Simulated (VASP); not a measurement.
A run of VASP 6.6.1:

INCAR

```
SYSTEM = WS2
ALGO = Normal
DIPOL = 0.5 0.5 0.394
EDIFF = 1E-6
ENCUT = 520
GGA = PE
IDIPOL = 3
ISIF = 2
ISMEAR = 0
IVDW = 12
LASPH = .True.
LCHARG = .False.
LDIPOL = .True.
LREAL = .False.
LWAVE = .False.
NBANDS = 35
NELM = 100
PREC = Accurate
SIGMA = 0.05
```

The input KPOINTS:

```
k-points
0
Gamma
  9 9 1
  0 0 0
```

File POSCAR:

```
WS2
1.0
    3.1595456682      0.0000000000      0.0000000000
   -1.5797728341      2.7362468131      0.0000000000
    0.0000000000      0.0000000000     23.8042574330
S W
4 2
Direct
    0.3333333333      0.6666666667      0.1890418137
    0.3333333333      0.6666666667      0.3214605092
    0.6666666667      0.8333333333      0.4659724735
    0.6666666667      0.8333333333      0.5983911690
    0.6666666667      0.3333333333      0.2552511584
    0.3333333333      1.1666666667      0.5321818182
```

Potentials or basis: VASP PAW PBE potentials, release 64 (S, W_sv).

Run with:

```console
$ cat potpaw_PBE.64/S/POTCAR potpaw_PBE.64/W_sv/POTCAR > POTCAR
$ mpirun -np 1 vasp_std > vasp.out
```

Hardware: 1 thread of AMD EPYC 7R13 (shared host).

Estimate the wall time of this run.

Run time: 7 min on 1 thread of AMD EPYC 7R13, on a shared host, peak memory 0.37 GiB. Counts: scf iterations 22, k points 25.
